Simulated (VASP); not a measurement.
# MgO (Fm-3m) in VASP: further runs, part 2 of 2

VASP 6.6.1. Earlier steps stand in the parts before.

## 4. Single point, LDA

This run uses another cell than the first one, of 8.99 Å³/atom, 1.100 times its volume.

File INCAR:

```
ALGO = Normal
EDIFF = 1E-6
ENCUT = 600
GGA_COMPAT = False
ISIF = 2
ISMEAR = 0
LASPH = True
LCHARG = False
LREAL = False
LWAVE = False
NBANDS = 11
NELM = 120
PREC = Accurate
SIGMA = 0.01
```

File KPOINTS:

```
k-points
0
Gamma
  10 10 10
```

File POSCAR:

```
MgO
1.0
    0.0000000000      2.0795508132      2.0795508132
    2.0795508132      0.0000000000      2.0795508132
    2.0795508132      2.0795508132      0.0000000000
Mg O
1 1
Direct
    0.0000000000      0.0000000000      0.0000000000
    0.5000000000      0.5000000000      0.5000000000
```

Potentials or basis: VASP PAW LDA potentials, release 64 (Mg, O).

On the command line:

```sh
> cat potpaw_LDA.64/Mg/POTCAR potpaw_LDA.64/O/POTCAR > POTCAR
> mpirun -np 1 vasp_std > vasp.out
```

OUTCAR:

```text
EDIFF = 1E-6
   ENCUT = 600
   ISIF = 2
   ISMEAR = 0
   LASPH = True
   LREAL = False
   NELM = 120
   PREC = Accurate

 ion  position               nearest neighbor table
   1  0.000  0.000  0.000-   2 2.08   2 2.08   2 2.08   2 2.08   2 2.08   2 2.08
   2  0.500  0.500  0.500-   1 2.08   1 2.08   1 2.08   1 2.08   1 2.08   1 2.08

  LATTYP: Found a face centered cubic cell.
 ALAT       =     4.1591016264

  Lattice vectors:

 A1 = (   0.0000000000,   2.0795508132,   2.0795508132)
 A2 = (   2.0795508132,   0.0000000000,   2.0795508132)
 A3 = (   2.0795508132,   2.0795508132,   0.0000000000)

Analysis of symmetry for initial positions (statically):
=====================================================================
 Subroutine PRICEL returns:
 Original cell was already a primitive cell.

 Routine SETGRP: Setting up the symmetry group for a
 face centered cubic supercell.

 Subroutine GETGRP returns: Found 48 space group operations
 (whereof 48 operations were pure point group operations)
 out of a pool of 48 trial point group operations.

The static configuration has the point symmetry O_h .

[... 171 lines left out ...]
      3       3.1723      2.00000
      4       3.1723      2.00000
      5       8.2094      0.00000
      6      18.9061      0.00000
      7      18.9061      0.00000
      8      18.9061      0.00000
      9      23.0309      0.00000
     10      24.7220      0.00000
     11      24.7220      0.00000
[... 309 lines left out ...]
 k-point    24 :       0.4000    0.3000    0.0000
  band No.  band energies     occupation
      1     -12.6416      2.00000
      2      -0.5828      2.00000
      3       1.7863      2.00000
      4       2.0208      2.00000
      5      12.8797      0.00000
      6      13.3091      0.00000
      7      16.9009      0.00000
      8      21.5309      0.00000
      9      21.7482      0.00000
     10      28.2103      0.00000
     11      30.6316      0.00000

 [... further k-points ...]

------------------------ aborting loop because EDIFF is reached ----------------------------------------

  FORCE on cell =-STRESS in cart. coord.  units (eV):
  Direction    XX          YY          ZZ          XY          YZ          ZX
  --------------------------------------------------------------------------------------
  -------------------------------------------------------------------------------------
  Total       -0.2186567     -0.2186567     -0.2186567      0.0000000      0.0000000      0.0000000
  in kB      -19.4775670    -19.4775670    -19.4775670      0.0000000      0.0000000      0.0000000
  external PRESSURE =     -19.4775670 kB  Pullay stress =       0.0000000 kB

 VOLUME and BASIS-vectors are now :
 -----------------------------------------------------------------------------
  energy-cutoff  :      600.00
  volume of cell :       17.99
      direct lattice vectors                 reciprocal lattice vectors
     0.000000000  2.079550813  2.079550813    -0.240436539  0.240436539  0.240436539
     2.079550813  0.000000000  2.079550813     0.240436539 -0.240436539  0.240436539
     2.079550813  2.079550813  0.000000000     0.240436539  0.240436539 -0.240436539

 POSITION                                       TOTAL-FORCE (eV/Angst)
 -----------------------------------------------------------------------------------
      0.00000      0.00000      0.00000        -0.000000     -0.000000      0.000000
      2.07955      2.07955      2.07955         0.000000      0.000000      0.000000
 -----------------------------------------------------------------------------------
    total drift:                               -0.000000     -0.000000      0.000000

  FREE ENERGIE OF THE ION-ELECTRON SYSTEM (eV)
  ---------------------------------------------------
  free  energy   TOTEN  =       -13.4482620382 eV

  energy  without entropy=      -13.4482620382  energy(sigma->0) =      -13.44826204
```

stdout:

```text
POSCAR found type information on POSCAR MgO
 POSCAR found :  2 types and       2 ions
 scaLAPACK will be used
 LDA part: xc-table for (Slater(with rela. corr.)+CA(PZ))
 , standard interpolation
 POSCAR, INCAR and KPOINTS ok, starting setup
 FFT: planning ... GRIDC
 FFT: planning ... GRID_SOFT
 FFT: planning ... GRID
 WAVECAR not read
 entering main loop
```

Wall time 6.4 s (1 thread of Intel Xeon 6975P-C, shared host); peak memory 0.13 GiB.

What came out:

- Free energy: -13.4483 eV
- Pressure: -1.9 GPa
- Band gap on the k mesh: 5.04 eV, direct

## 5. Relaxation of cell and atoms, LDA, target pressure 20 GPa, at which the enthalpy is minimised

This run uses another cell than the first one, of 8.99 Å³/atom, 1.100 times its volume.

File INCAR:

```
PREC = Accurate ; ENCUT = 600
EDIFF = 1E-7 ; ISMEAR = 0
SIGMA = 0.01 ; LREAL = False
LASPH = True ; NELM = 120
ALGO = Normal ; ISIF = 3
LWAVE = False ; LCHARG = False
IBRION = 2 ; NSW = 80
EDIFFG = -0.001 ; PSTRESS = 200.0
GGA_COMPAT = False ; NELMIN = 4
```

File KPOINTS:

```
Automatic mesh
0
Gamma
  10 10 10
```

POSCAR is that of step 4.

On the command line:

```sh
> cat potpaw_LDA.64/Mg/POTCAR potpaw_LDA.64/O/POTCAR > POTCAR
> mpirun -np 1 vasp_std > vasp.out
```

Run time: 17 s. Hardware: 1 thread of Intel Xeon 6975P-C, shared host; peak memory 0.14 GiB.

The run converged. Its results:

* Free energy: -13.3591 eV
* Relaxed volume: 8.11 Å³/atom
* Relaxed cell: a = 2.841 Å, b = 2.841 Å, c = 2.841 Å, α = 60.00°, β = 60.00°, γ = 60.00°
* Space group after relaxing (to 0.05 Å): Fm-3m (No. 225)
* Energy change on relaxing (the enthalpy is what falls): +44.6 meV/atom
* Ionic steps: 6
* Pressure after relaxing: 20.0 GPa
* Band gap on the k mesh: 6.17 eV, direct

Step by step:
```tsv
step	energy change (eV)	largest force (eV/Å)	pressure (GPa)	volume (Å³)
1	0.0000	0.0000	-1.94	17.99
2	0.3345	0.0000	44.32	14.97
3	0.0870	0.0000	19.73	16.24
4	0.0913	0.0000	20.27	16.20
5	0.0876	0.0000	19.80	16.23
6	0.0891	0.0000	20.00	16.22
```

Final structure:
```
CELL_PARAMETERS angstrom
0.00000 2.00910 2.00910
2.00910 0.00000 2.00910
2.00910 2.00910 0.00000
ATOMIC_POSITIONS crystal
Mg 0.00000 0.00000 0.00000
O 0.50000 0.50000 0.50000
```

Levels at points of the mesh, in eV from the valence-band top:
```tsv
k point	band 1	band 2	band 3	band 4	band 5	band 6	band 7	band 8
(0.00, 0.00, 0.00)	-17.81	0.00	0.00	0.00	6.17	16.29	16.29	16.29
(0.50, 0.00, 0.00)	-16.05	-5.37	-0.85	-0.85	8.66	14.04	17.49	17.49
(0.50, 0.50, 0.00)	-15.73	-4.77	-1.58	-1.58	8.99	11.33	14.45	20.87
```

Caveat: the cell is relaxed towards a set pressure, so the enthalpy falls and the energy may rise. As with any semilocal functional, this LDA gap is likely too small.

## 6. Summary

| task | cell | smearing | gap on the mesh (eV) | pressure (GPa) |
| --- | --- | --- | --- | --- |
| single point | a = 2.849 Å, angles 60.0°, 2 atoms | gaussian 0.01 eV | 6.07 | 18.0 |
| single point | a = 2.849 Å, angles 60.0°, 2 atoms | methfessel-paxton 0.05 eV | 6.07 | 18.0 |
| single point | a = 2.941 Å, angles 60.0°, 2 atoms | gaussian 0.01 eV | 5.04 | -1.9 |
| relaxation of cell and atoms | relaxed to 20 GPa from a = 2.941 Å, angles 60.0°, 2 atoms | gaussian 0.01 eV | 6.17 | 20.0 |

Alike in all rows: level LDA; potentials or basis VASP PAW LDA potentials, release 64 (Mg, O); no spin polarisation; k mesh 10 × 10 × 10; cutoff (eV) 600.

Caveats: the cell is relaxed towards a set pressure, so the enthalpy falls and the energy may rise (some runs).

Total energies depend on the potentials used, so only differences within one code and one set of settings carry meaning.

## 7. Against experiment

Step 4. A measured gap of MgO is 7.83 eV (quoted in “Electronic structure of alkaline earth and post-transition metal oxides”, 2009, arxiv:0908.1581); the calculated 5.04 eV misses it by -2.79 eV. The value is that of LDA, without temperature or zero-point motion. Semilocal functionals fall short of measured gaps as a rule.
